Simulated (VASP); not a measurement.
# CsPbBr3 (Pm-3m) in VASP: single point with PBE

Aim: the single point of CsPbBr3 with PBE.

Program: VASP 6.6.1. These are calculated values, not measurements. Logs are shortened: lines on timing, memory, paths and dates and some standing lists are left out, and cuts for length are marked.

## 1. The cell of the first run

Symmetry: Pm-3m, No. 221, cubic system. The conventional cell has a = 5.870 Å, b = 5.870 Å, c = 5.870 Å, α = 90.00°, β = 90.00°, γ = 90.00°. Cs (site symmetry m-3m) has 12 Br at 4.15 Å and 8 Pb at 5.08 Å within 5.4 Å. Pb (site symmetry m-3m) has 6 Br at 2.94 Å within 3.9 Å. Br (site symmetry 4/mmm) has 2 Pb at 2.94 Å within 3.9 Å.

## 2. Single point, PBE

File INCAR:

```
SYSTEM = CsPbBr3
PREC     = Accurate       ! precision mode
ENCUT    = 500            ! plane-wave cutoff, eV
EDIFF    = 1E-6           ! SCF threshold, eV
ISMEAR   = 0              ! smearing method
SIGMA    = 0.01           ! smearing width, eV
LREAL    = .FALSE.        ! projectors in reciprocal space
LASPH    = .TRUE.         ! aspherical terms in the spheres
NELM     = 120            ! most SCF steps
ALGO     = Normal         ! electronic algorithm
ISIF     = 2              ! what is computed and relaxed
LWAVE    = .FALSE.        ! write WAVECAR
LCHARG   = .TRUE.         ! write CHGCAR
GGA      = PE             ! functional
LELF     = .TRUE.         ! ELF
LVHAR    = .TRUE.       
NBANDS   = 30             ! bands
GGA_COMPAT= .FALSE.
```

File KPOINTS:

```
regular mesh
0
G
  2 2 2
  0 0 0
```

File POSCAR:

```
CsPbBr3
1.0
    5.8700000000      0.0000000000      0.0000000000
    0.0000000000      5.8700000000      0.0000000000
    0.0000000000      0.0000000000      5.8700000000
Cs Pb Br
1 1 3
Direct
    0.0000000000      0.0000000000      0.0000000000
    0.5000000000      0.5000000000      0.5000000000
    0.0000000000      0.5000000000      0.5000000000
    0.5000000000      0.0000000000      0.5000000000
    0.5000000000      0.5000000000      0.0000000000
```

Potentials or basis: VASP PAW PBE potentials, release 64 (Cs_sv, Pb_d, Br).

On the command line:

```bash
cat potpaw_PBE.64/Cs_sv/POTCAR potpaw_PBE.64/Pb_d/POTCAR potpaw_PBE.64/Br/POTCAR > POTCAR
mpirun -np 1 vasp_std > vasp.out
```

OUTCAR:

```text
SYSTEM = CsPbBr3
   PREC = Accurate
   ENCUT = 500
   EDIFF = 1E-6
   ISMEAR = 0
   LREAL = .FALSE.
   LASPH = .TRUE.
   NELM = 120
   ISIF = 2
   GGA = PE

 ion  position               nearest neighbor table
   1  0.000  0.000  0.000-
   2  0.500  0.500  0.500-   3 2.94   4 2.94   5 2.94   5 2.94   4 2.94   3 2.94
   3  0.000  0.500  0.500-   2 2.94   2 2.94
   4  0.500  0.000  0.500-   2 2.94   2 2.94
   5  0.500  0.500  0.000-   2 2.94   2 2.94

  LATTYP: Found a simple cubic cell.
 ALAT       =     5.8700000000

  Lattice vectors:

 A1 = (   5.8700000000,   0.0000000000,   0.0000000000)
 A2 = (   0.0000000000,   5.8700000000,   0.0000000000)
 A3 = (   0.0000000000,   0.0000000000,   5.8700000000)

Analysis of symmetry for initial positions (statically):
=====================================================================
 Subroutine PRICEL returns:
 Original cell was already a primitive cell.

 Routine SETGRP: Setting up the symmetry group for a
 simple cubic supercell.

 Subroutine GETGRP returns: Found 48 space group operations
 (whereof 48 operations were pure point group operations)
 out of a pool of 48 trial point group operations.

The static configuration has the point symmetry O_h .

Analysis of symmetry for dynamics (positions and initial velocities):
=====================================================================
 Subroutine PRICEL returns:
 Original cell was already a primitive cell.

 Routine SETGRP: Setting up the symmetry group for a
 simple cubic supercell.

 Subroutine GETGRP returns: Found 48 space group operations
 (whereof 48 operations were pure point group operations)
 out of a pool of 48 trial point group operations.

The dynamic configuration has the point symmetry O_h .

 Subroutine INISYM returns: Found 48 space group operations
 (whereof 48 operations are pure point group operations),
 and found     1 'primitive' translations

----------------------------------------------------------------------------------------

                                     Primitive cell

  volume of cell :     202.2620

  direct lattice vectors                    reciprocal lattice vectors
     5.870000000  0.000000000  0.000000000     0.170357751  0.000000000  0.000000000
     0.000000000  5.870000000  0.000000000     0.000000000  0.170357751  0.000000000
[... 70 lines left out ...]
   EDIFF  = 0.1E-05   stopping-criterion for ELM
   LREAL  =      F    real-space projection
   EDIFFG = 0.1E-04   stopping-criterion for IOM
   NSW    =      0    number of steps for IOM
   IBRION =     -1    ionic relax: 0-MD 1-quasi-New 2-CG
   NFREE  =      0    steps in history (QN), initial steepest desc. (CG)
   ISIF   =      2    stress and relaxation
   ISYM   =      2    0-nonsym 1-usesym 2-fastsym
   POTIM  = 0.5000    time-step for ionic-motion
   TEBEG  =    0.0;   TEEND  =   0.0 temperature during run
   PSTRESS=    0.0 pullay stress
   NELECT =      44.0000    total number of electrons
   NUPDOWN=      -1.0000    fix difference up-down
   EMIN   =  10.00;   EMAX   =-10.00  energy-range for DOS
   EFERMI =   0.00;   METHOD = LEGACY
   ISMEAR =     0;   SIGMA  =   0.01  broadening in eV -4-tet -1-fermi 0-gaus
   EFERMI_NEDOS =   21; number of points for ismear=-14 and -15
   IALGO  =     38    algorithm
   IMIX   =      4    mixing-type and parameters
     AMIX     =   0.40;   BMIX     =  1.00
     AMIX_MAG =   1.60;   BMIX_MAG =  1.00
  volume/ion in A,a.u.               =      40.45       272.99
  Fermi-wavevector in a.u.,A,eV,Ry     =   0.984587  1.860600 13.189657  0.969412
  Thomas-Fermi vector in A             =   2.115831
   LORBIT       =      0    0 simple, 1 ext, 2 COOP (PROOUT), +10 PAW based schemes
   GGA     = PE    functional components
   LHFCALC =     F    Hartree Fock is set to
   AEXX    =    0.0000 exact exchange contribution
   IVDW    =     0    specifies the selected vdW correction
   LEPSILON=     F    determine dielectric tensor
   LRPA    =     F    only Hartree local field effects (RPA)
 non-spin polarized calculation
 Gauss-broadening in eV      SIGMA  =   0.01
  energy-cutoff  :      500.00
  volume of cell :      202.26
 maximum number of plane-waves:      5216
 NGX is ok and might be reduce to    48
   NGX = 21   NGY = 21   NGZ = 21

 number of electron      44.0000000 magnetization

 Free energy of the ion-electron system (eV)
  ---------------------------------------------------
  ext. energy  EPLUGINS =         0.00000000
  ---------------------------------------------------
  free energy    TOTEN  =       -15.15005016 eV

  energy without entropy =      -15.15005016  energy(sigma->0) =      -15.15005016

 E-fermi :   1.3894     XC(G=0):  -7.6327

 val. band max:        1.3268542248   @ k =   0.5000   0.5000   0.5000
 cond. band min:       2.7935708669   @ k =   0.5000   0.5000   0.5000
 fundamental gap:      1.4667166420
 Fermi energy:         1.3893699703

 k-point     1 :       0.0000    0.0000    0.0000
  band No.  band energies     occupation
      1     -20.1464      2.00000
      2     -15.7244      2.00000
      3     -15.7244      2.00000
      4     -15.5778      2.00000
      5     -15.5778      2.00000
      6     -15.5778      2.00000
[... 121 lines left out ...]
     29       6.4945      0.00000
     30       7.7076      0.00000

------------------------ aborting loop because EDIFF is reached ----------------------------------------

  FORCE on cell =-STRESS in cart. coord.  units (eV):
  Direction    XX          YY          ZZ          XY          YZ          ZX
  --------------------------------------------------------------------------------------
  -------------------------------------------------------------------------------------
  Total        3.5259354      3.5259354      3.5259354     -0.0000000      0.0000000     -0.0000000
  in kB       27.9299799     27.9299799     27.9299799     -0.0000000      0.0000000     -0.0000000
  external PRESSURE =      27.9299799 kB  Pullay stress =       0.0000000 kB

 VOLUME and BASIS-vectors are now :
 -----------------------------------------------------------------------------
  energy-cutoff  :      500.00
  volume of cell :      202.26
      direct lattice vectors                 reciprocal lattice vectors
     5.870000000  0.000000000  0.000000000     0.170357751  0.000000000  0.000000000
     0.000000000  5.870000000  0.000000000     0.000000000  0.170357751  0.000000000
     0.000000000  0.000000000  5.870000000     0.000000000  0.000000000  0.170357751

 POSITION                                       TOTAL-FORCE (eV/Angst)
 -----------------------------------------------------------------------------------
      0.00000      0.00000      0.00000         0.000000      0.000000      0.000000
      2.93500      2.93500      2.93500         0.000000      0.000000      0.000000
      0.00000      2.93500      2.93500         0.000000      0.000000      0.000000
      2.93500      0.00000      2.93500         0.000000      0.000000      0.000000
      2.93500      2.93500      0.00000         0.000000      0.000000      0.000000
 -----------------------------------------------------------------------------------
    total drift:                                0.000000     -0.000000     -0.000000

  FREE ENERGIE OF THE ION-ELECTRON SYSTEM (eV)
  ---------------------------------------------------
  free  energy   TOTEN  =       -15.1500501551 eV

  energy  without entropy=      -15.1500501551  energy(sigma->0) =      -15.15005016
```

OSZICAR:

```text
N       E                     dE             d eps       ncg     rms          rms(c)
DAV:   1     0.388713684996E+03    0.38871E+03   -0.18510E+04   240   0.128E+03
DAV:   2     0.282568416549E+02   -0.36046E+03   -0.34725E+03   288   0.296E+02
DAV:   3    -0.141390456889E+02   -0.42396E+02   -0.42046E+02   288   0.111E+02
DAV:   4    -0.158025209806E+02   -0.16635E+01   -0.16587E+01   306   0.294E+01
DAV:   5    -0.158511065264E+02   -0.48586E-01   -0.48577E-01   290   0.418E+00    0.398E+00
DAV:   6    -0.152046776681E+02    0.64643E+00   -0.95294E-01   320   0.844E+00    0.236E+00
DAV:   7    -0.151387038240E+02    0.65974E-01   -0.60780E-01   348   0.398E+00    0.108E+00
DAV:   8    -0.151487059797E+02   -0.10002E-01   -0.63288E-02   280   0.190E+00    0.280E-01
DAV:   9    -0.151496306785E+02   -0.92470E-03   -0.86043E-03   316   0.646E-01    0.112E-01
DAV:  10    -0.151499146973E+02   -0.28402E-03   -0.97443E-04   276   0.164E-01    0.537E-02
DAV:  11    -0.151500484201E+02   -0.13372E-03   -0.22282E-04   252   0.110E-01    0.119E-02
DAV:  12    -0.151500508293E+02   -0.24092E-05   -0.21808E-05   354   0.370E-02    0.964E-03
DAV:  13    -0.151500501551E+02    0.67419E-06   -0.44420E-06   252   0.134E-02
   1 F= -.15150050E+02 E0= -.15150050E+02  d E =-.750167E-20
```

stdout:

```text
POSCAR found type information on POSCAR CsPbBr
 POSCAR found :  3 types and       5 ions
 scaLAPACK will be used
 LDA part: xc-table for (Slater+PW92), standard interpolation
 POSCAR, INCAR and KPOINTS ok, starting setup
 FFT: planning ... GRIDC
 FFT: planning ... GRID_SOFT
 FFT: planning ... GRID
 WAVECAR not read
 entering main loop
```

Run time: 28 s. Hardware: 1 thread of Intel Xeon Platinum 8488C (Sapphire Rapids), shared host; peak memory 0.31 GiB.

Results:

| Property | Result |
| --- | --- |
| Free energy | -15.1501 eV |
| Pressure | 2.8 GPa |
| Band gap on the k mesh | 1.47 eV |

Levels at points of the mesh, in eV from the valence-band top:
| k point | band 18 | band 19 | band 20 | band 21 | band 22 | band 23 | band 24 | band 25 | band 26 | band 27 |
| --- | --- | --- | --- | --- | --- | --- | --- | --- | --- | --- |
| (0.00, 0.00, 0.00) | -2.13 | -2.13 | -2.01 | -2.01 | -2.01 | 3.01 | 4.10 | 4.10 | 4.84 | 4.84 |
| (0.50, 0.00, 0.00) | -2.27 | -2.26 | -2.12 | -2.12 | -1.42 | 2.50 | 4.46 | 5.07 | 5.13 | 5.29 |
| (0.50, 0.50, 0.00) | -2.35 | -2.35 | -2.24 | -1.65 | -0.70 | 2.02 | 2.02 | 4.85 | 5.17 | 5.60 |
| (0.50, 0.50, 0.50) | -2.23 | -1.63 | -1.63 | -1.63 | 0.00 | 1.47 | 1.47 | 1.47 | 4.50 | 5.17 |

Caveat: the k points lie up to 0.54 Å⁻¹ apart; spin-orbit coupling is left out, which moves the levels of the heavy elements.
